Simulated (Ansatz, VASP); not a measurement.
Two plane-wave programs on ZrC

```
Zr C
1.0
     0.00000    2.28146    2.28146
     2.28146    0.00000    2.28146
     2.28146    2.28146    0.00000
Zr C
1 1
Direct
  0.50000 0.50000 0.50000
  0.00000 0.00000 0.00000
```

Alike in both runs: task single point; functional PBE; k mesh 20 × 20 × 20; occupations gaussian, width 0.1 eV; no spin polarisation.

|  | VASP | Ansatz |
| --- | --- | --- |
| version | VASP 6.6.1 | Ansatz 0.2.0 |
| potentials or method | VASP PAW PBE potentials, release 64 (Zr_sv, C), cutoff 520 eV | scalar-relativistic, plane waves, PAW |
| valence electrons in the cell | 16 | 16 |

Ansatz gave:

| Quantity | Value |
| --- | --- |
| gap on the k mesh at the Fermi level (eV) | none |
| pressure (GPa) | 25.4 |

Task: What did VASP give for the same quantities?

Result: gap on the k mesh at the Fermi level (eV): none; pressure (GPa): 25.7.

A gap of «none» marks a metal or a gap that the smearing closes. With one functional, cell and mesh, what is left measures potentials, basis and numerics.
